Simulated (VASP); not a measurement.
# InGaAs2 (P-4m2) in VASP: further runs, part 2 of 2

VASP 6.6.1. The steps go on from the part before.

## (3) Relaxation of cell and atoms, PBEsol

This run uses another cell than the first one, of 26.61 Å³/atom, 1.050 times its volume.

INCAR

```
SYSTEM = InGaAs2
ALGO = Normal
EDIFF = 1E-7
EDIFFG = -0.005
ENCUT = 600
GGA = PS
IBRION = 2
ISIF = 3
ISMEAR = 0
LASPH = .TRUE.
LCHARG = .FALSE.
LREAL = .FALSE.
LWAVE = .FALSE.
NELM = 100
NSW = 100
PREC = Accurate
SIGMA = 0.1
```

KPOINTS

```
k-points
0
G
  10 10 8
  0 0 0
```

POSCAR

```
InGaAs2
1.0
    4.2250012014      0.0000000000      0.0000000000
    0.0000000000      4.2250012014      0.0000000000
    0.0000000000      0.0000000000      5.9621480000
In Ga As
1 1 2
Direct
    0.0000000000      0.0000000000      0.5000000000
    0.5000000000      0.5000000000      0.0000000000
    0.5000000000      0.0000000000      0.7684750000
    0.0000000000      0.5000000000      0.2315250000
```

Potentials or basis: VASP PAW PBE potentials, release 64 (In_d, Ga_d, As).

Run with:

```
cat potpaw_PBE.64/In_d/POTCAR potpaw_PBE.64/Ga_d/POTCAR potpaw_PBE.64/As/POTCAR > POTCAR
mpirun -np 1 vasp_std > vasp.out
```

OUTCAR:

```text
SYSTEM = InGaAs2
   EDIFF = 1E-7
   EDIFFG = -0.005
   ENCUT = 600
   GGA = PS
   IBRION = 2
   ISIF = 3
   ISMEAR = 0
   LASPH = .TRUE.
   LREAL = .FALSE.
   NELM = 100
   NSW = 100
   PREC = Accurate

 ion  position               nearest neighbor table
   1  0.000  0.000  0.500-   3 2.65   4 2.65   4 2.65   3 2.65
   2  0.500  0.500  0.000-   3 2.52   4 2.52   3 2.52   4 2.52
   3  0.500  0.000  0.768-   2 2.52   2 2.52   1 2.65   1 2.65
   4  0.000  0.500  0.232-   2 2.52   2 2.52   1 2.65   1 2.65

  LATTYP: Found a simple tetragonal cell.
 ALAT       =     4.2250012014
 C/A-ratio  =     1.4111588887

  Lattice vectors:

 A1 = (   4.2250012014,   0.0000000000,   0.0000000000)
 A2 = (   0.0000000000,   4.2250012014,   0.0000000000)
 A3 = (   0.0000000000,   0.0000000000,   5.9621480000)

Analysis of symmetry for initial positions (statically):
=====================================================================
 Subroutine PRICEL returns:
 Original cell was already a primitive cell.

 Routine SETGRP: Setting up the symmetry group for a
[... 172 lines left out ...]
  free energy    TOTEN  =       -17.46227229 eV

  energy without entropy =      -17.46199918  energy(sigma->0) =      -17.46213573

------------------------ aborting loop because EDIFF is reached ----------------------------------------

  FORCE on cell =-STRESS in cart. coord.  units (eV):
  Direction    XX          YY          ZZ          XY          YZ          ZX
  --------------------------------------------------------------------------------------
  -------------------------------------------------------------------------------------
  Total       -1.7851612     -1.7851612     -1.5231014      0.0000000      0.0000000      0.0000000
  in kB      -26.8739557    -26.8739557    -22.9288865      0.0000000      0.0000000      0.0000000
  external PRESSURE =     -25.5589326 kB  Pullay stress =       0.0000000 kB
[... 215 lines left out ...]
--------------------------------------- Ionic step        7  -------------------------------------------

 number of electron      35.9999985 magnetization

 Free energy of the ion-electron system (eV)
  ---------------------------------------------------
  ext. energy  EPLUGINS =         0.00000000
  ---------------------------------------------------
  free energy    TOTEN  =       -17.50393462 eV

  energy without entropy =      -17.50366972  energy(sigma->0) =      -17.50380217

 E-fermi :   4.1105     XC(G=0):  -9.4650

 val. band max:        4.0630729692   @ k =   0.0000   0.0000   0.0000
 cond. band min:       4.5992008100   @ k =   0.5000   0.0000   0.5000
 fundamental gap:      0.5361278408
 Fermi energy:         4.1104595075

 k-point     1 :       0.0000    0.0000    0.0000
  band No.  band energies     occupation
      1     -10.8254      2.00000
      2     -10.7541      2.00000
      3     -10.7541      2.00000
      4     -10.7196      2.00000
      5     -10.6875      2.00000
      6     -10.3787      2.00000
[... 589 lines left out ...]
     21       7.5515      0.00000
     22       8.2023      0.00000

 [... further k-points ...]
[... 5 lines left out ...]
  --------------------------------------------------------------------------------------
  -------------------------------------------------------------------------------------
  Total       -0.0008848     -0.0008848     -0.0028028      0.0000000      0.0000000      0.0000000
  in kB       -0.0139560     -0.0139560     -0.0442100      0.0000000      0.0000000      0.0000000
  external PRESSURE =      -0.0240407 kB  Pullay stress =       0.0000000 kB
[... 19 lines left out ...]
  FREE ENERGIE OF THE ION-ELECTRON SYSTEM (eV)
  ---------------------------------------------------
  free  energy   TOTEN  =       -17.5039346180 eV

  energy  without entropy=      -17.5036697206  energy(sigma->0) =      -17.50380217

 reached required accuracy - stopping structural energy minimisation
```

Run time: 11 min. Hardware: 1 thread of Intel Xeon Platinum 8488C (Sapphire Rapids), shared host; peak memory 0.5 GiB.

Results:

```
Free energy                            : -17.5039 eV
Relaxed volume                         : 25.39 Å³/atom
Relaxed cell                           : a = 4.146 Å, b = 4.146 Å, c = 5.909 Å, α = 90.00°, β = 90.00°, γ = 90.00°
Space group after relaxing (to 0.05 Å) : P-4m2 (No. 115)
Energy gained by relaxing              : 10.4 meV/atom
Ionic steps                            : 7
Pressure after relaxing                : 0.0 GPa
Band gap on the k mesh                 : zero (filled and empty bands touch)
```

Step by step:
```csv
step,energy change (eV),largest force (eV/Å),pressure (GPa),volume (Å³)
1,0.0000,0.0353,-2.56,106.43
2,-0.0360,0.0817,1.01,100.02
3,-0.0407,0.0695,0.02,101.57
4,-0.0413,0.0325,0.01,101.56
5,-0.0416,0.0137,0.00,101.55
6,-0.0416,0.0075,0.00,101.56
7,-0.0417,0.0003,0.00,101.57
```

Final structure:
```
CELL_PARAMETERS angstrom
4.14601 0.00000 0.00000
0.00000 4.14601 0.00000
0.00000 0.00000 5.90915
ATOMIC_POSITIONS crystal
In 0.00000 0.00000 0.50000
Ga 0.50000 0.50000 0.00000
As 0.50000 0.00000 0.76969
As 0.00000 0.50000 0.23031
```

Levels at points of the mesh, in eV from the Fermi level:
```csv
k point,band 16,band 17,band 18,band 19,band 20,band 21
"(0.00, 0.00, 0.00)",-0.23,-0.23,-0.05,-0.05,1.42,1.73
"(0.50, 0.00, 0.00)",-3.04,-1.51,-0.90,1.96,3.01,4.73
"(0.50, 0.50, 0.00)",-2.56,-2.56,-2.39,1.31,1.31,1.50
"(0.00, 0.00, 0.50)",-1.96,-1.29,-1.29,1.79,1.87,2.70
"(0.50, 0.00, 0.50)",-1.17,-1.14,-0.81,0.49,0.98,4.16
"(0.50, 0.50, 0.50)",-3.25,-3.17,-3.17,4.15,4.22,4.29
```

Caveat: the PAW data sets were made with another functional, which shifts forces and pressure a little; spin-orbit coupling is left out, which moves the levels of the heavy elements.

## (4) Single point, PBEsol

INCAR

```
SYSTEM = InGaAs2
PREC = Accurate
ENCUT = 520
EDIFF = 1E-7
ISMEAR = 0
SIGMA = 0.1
LREAL = .FALSE.
LASPH = .TRUE.
NELM = 100
ALGO = Normal
ISIF = 2
LWAVE = .FALSE.
LCHARG = .FALSE.
GGA = PS
NBANDS = 26
```

KPOINTS

```
Automatic mesh
0
G
  8 8 6
  0 0 0
```

POSCAR

```
InGaAs2
1.0
    4.1441162574      0.0000000000      0.0000000000
    0.0000000000      4.1441162574      0.0000000000
    0.0000000000      0.0000000000      5.9039978346
In Ga As
1 1 2
Direct
    0.0000000000      0.0000000000      0.5000000000
    0.5000000000      0.5000000000      0.0000000000
    0.5000000000      0.0000000000      0.7697097067
    0.0000000000      0.5000000000      0.2302902933
```

Potentials or basis: VASP PAW PBE potentials, release 64 (In_d, Ga_d, As).

Run with:

```
cat potpaw_PBE.64/In_d/POTCAR potpaw_PBE.64/Ga_d/POTCAR potpaw_PBE.64/As/POTCAR > POTCAR
mpirun -np 1 vasp_std > vasp.out
```

OUTCAR:

```text
SYSTEM = InGaAs2
   PREC = Accurate
   ENCUT = 520
   EDIFF = 1E-7
   ISMEAR = 0
   LREAL = .FALSE.
   LASPH = .TRUE.
   NELM = 100
   ISIF = 2
   GGA = PS

 ion  position               nearest neighbor table
   1  0.000  0.000  0.500-   3 2.61   4 2.61   4 2.61   3 2.61
   2  0.500  0.500  0.000-   3 2.48   4 2.48   3 2.48   4 2.48
   3  0.500  0.000  0.770-   2 2.48   2 2.48   1 2.61   1 2.61
   4  0.000  0.500  0.230-   2 2.48   2 2.48   1 2.61   1 2.61

  LATTYP: Found a simple tetragonal cell.
 ALAT       =     4.1441162574
 C/A-ratio  =     1.4246699339

[... 886 lines left out ...]
     26      10.6774      0.00000

 [... further k-points ...]
[... 5 lines left out ...]
  --------------------------------------------------------------------------------------
  -------------------------------------------------------------------------------------
  Total        0.0689014      0.0689014      0.0639987      0.0000000      0.0000000      0.0000000
  in kB        1.0887504      1.0887504      1.0112810      0.0000000      0.0000000      0.0000000
  external PRESSURE =       1.0629273 kB  Pullay stress =       0.0000000 kB

 VOLUME and BASIS-vectors are now :
 -----------------------------------------------------------------------------
  energy-cutoff  :      520.00
  volume of cell :      101.39
      direct lattice vectors                 reciprocal lattice vectors
     4.144116257  0.000000000  0.000000000     0.241305972  0.000000000  0.000000000
     0.000000000  4.144116257  0.000000000     0.000000000  0.241305972  0.000000000
     0.000000000  0.000000000  5.903997835     0.000000000  0.000000000  0.169376756

 POSITION                                       TOTAL-FORCE (eV/Angst)
 -----------------------------------------------------------------------------------
      0.00000      0.00000      2.95200        -0.000000      0.000000      0.000000
      2.07206      2.07206      0.00000         0.000000     -0.000000      0.000000
      2.07206      0.00000      4.54436         0.000000      0.000000      0.001584
      0.00000      2.07206      1.35963         0.000000      0.000000     -0.001584
 -----------------------------------------------------------------------------------
    total drift:                                0.000000     -0.000000     -0.000000

  FREE ENERGIE OF THE ION-ELECTRON SYSTEM (eV)
  ---------------------------------------------------
  free  energy   TOTEN  =       -17.5005616435 eV

  energy  without entropy=      -17.5000493833  energy(sigma->0) =      -17.50030551
```

stdout:

```text
POSCAR found type information on POSCAR InGaAs
 POSCAR found :  3 types and       4 ions
 scaLAPACK will be used
 -----------------------------------------------------------------------------
|                                                                             |
|                                                                             |
|     You enforced a specific xc type in the INCAR file but a different       |
|     I HOPE YOU KNOW WHAT YOU ARE DOING!                                     |
|                                                                             |
 -----------------------------------------------------------------------------

 LDA part: xc-table for (Slater+PW92), standard interpolation
 POSCAR, INCAR and KPOINTS ok, starting setup
 FFT: planning ... GRIDC
 FFT: planning ... GRID_SOFT
 FFT: planning ... GRID
 WAVECAR not read
 entering main loop
```

It took 89 s on 1 thread of Intel Xeon Platinum 8488C (Sapphire Rapids), shared host; peak memory 0.32 GiB.

Results:

- Free energy: -17.5006 eV
- Pressure: 0.1 GPa
- Band gap on the k mesh: zero (filled and empty bands touch)

Levels at points of the mesh, in eV from the Fermi level:
```
           k point  band 14  band 15  band 16  band 17  band 18  band 19  band 20  band 21  band 22  band 23
(0.00, 0.00, 0.00)    -2.60    -2.60    -0.22    -0.21    -0.04    -0.04     1.43     1.74     3.72     3.72
(0.50, 0.00, 0.00)    -5.10    -3.30    -3.04    -1.50    -0.90     1.97     3.03     4.75     4.86     5.21
(0.50, 0.50, 0.00)    -5.91    -2.72    -2.56    -2.56    -2.38     1.32     1.32     1.51     1.87     9.27
(0.00, 0.00, 0.50)    -4.01    -1.95    -1.95    -1.28    -1.28     1.80     1.88     2.71     3.23     6.06
(0.50, 0.00, 0.50)    -6.08    -1.46    -1.16    -1.13    -0.80     0.50     1.00     4.17     4.53     4.58
(0.50, 0.50, 0.50)    -5.65    -3.36    -3.25    -3.16    -3.16     4.17     4.25     4.30     4.30     4.93
```

Caveat: the PAW data sets were made with another functional, which shifts forces and pressure a little; spin-orbit coupling is left out, which moves the levels of the heavy elements.

## (5) Single point, PBEsol

INCAR

```
ALGO = Normal ; EDIFF = 1E-6
ENCUT = 520 ; GGA = PS
ISIF = 2 ; ISMEAR = 0
LASPH = T ; LCHARG = F
LREAL = F ; LWAVE = F
NBANDS = 26 ; NELM = 60
PREC = Accurate ; SIGMA = 0.15
```

KPOINTS

```
k-points
0
Gamma
  12 12 8
```

POSCAR

```
InGaAs2
1.0
    4.1441162563      0.0000000000      0.0000000000
    0.0000000000      4.1441162563      0.0000000000
    0.0000000000      0.0000000000      5.9039978377
In Ga As
1 1 2
Direct
    0.0000000000      0.0000000000      0.5000000000
    0.5000000000      0.5000000000      0.0000000000
    0.5000000000      0.0000000000      0.7697097069
    0.0000000000      0.5000000000      0.2302902931
```

Run with:

```
cat potpaw_PBE.64/In_d/POTCAR potpaw_PBE.64/Ga_d/POTCAR potpaw_PBE.64/As/POTCAR > POTCAR
mpirun -np 1 vasp_std > vasp.out
```

Wall time 6 min (1 thread of Intel Xeon 8259CL, shared host); peak memory 0.5 GiB.

It converged, with:

```yaml
Free_energy: -17.5040 eV
Pressure: 0.1 GPa
Band_gap_on_the_k_mesh: zero (filled and empty bands touch)
```

Levels at points of the mesh, in eV from the Fermi level:
| k point | band 16 | band 17 | band 18 | band 19 | band 20 | band 21 |
| --- | --- | --- | --- | --- | --- | --- |
| (0.00, 0.00, 0.00) | -0.29 | -0.27 | -0.10 | -0.10 | 1.36 | 1.67 |
| (0.50, 0.00, 0.00) | -3.10 | -1.57 | -0.96 | 1.91 | 2.96 | 4.68 |
| (0.50, 0.50, 0.00) | -2.63 | -2.63 | -2.45 | 1.26 | 1.26 | 1.45 |
| (0.00, 0.00, 0.50) | -2.02 | -1.35 | -1.35 | 1.73 | 1.81 | 2.65 |
| (0.50, 0.00, 0.50) | -1.23 | -1.20 | -0.87 | 0.44 | 0.93 | 4.10 |
| (0.50, 0.50, 0.50) | -3.32 | -3.23 | -3.23 | 4.10 | 4.18 | 4.24 |

Caveat: the PAW data sets were made with another functional, which shifts forces and pressure a little; spin-orbit coupling is left out, which moves the levels of the heavy elements.

## (6) Summary

```csv
task,cell,k mesh,cutoff (eV),smearing,gap on the mesh (eV),pressure (GPa)
single point,"a = 4.144, b = 4.144, c = 5.904 Å, 4 atoms",10 × 10 × 8,520,gaussian 0.1 eV,none,0.1
relaxation of cell and atoms,"relaxed from a = 4.225, b = 4.225, c = 5.962 Å, 4 atoms",10 × 10 × 8,600,gaussian 0.1 eV,none,0.0
single point,"a = 4.144, b = 4.144, c = 5.904 Å, 4 atoms",8 × 8 × 6,520,gaussian 0.1 eV,none,0.1
single point,"a = 4.144, b = 4.144, c = 5.904 Å, 4 atoms",12 × 12 × 8,520,gaussian 0.15 eV,none,0.1
```

Alike in all rows: level PBEsol; potentials or basis VASP PAW PBE potentials, release 64 (In_d, Ga_d, As); no spin polarisation.

Every run on the cell as given and a fine mesh finds a metal.

Caveats: the PAW data sets were made with another functional, which shifts forces and pressure a little; spin-orbit coupling is left out, which moves the levels of the heavy elements.

Total energies depend on the potentials used, so only differences within one code and one set of settings carry meaning.
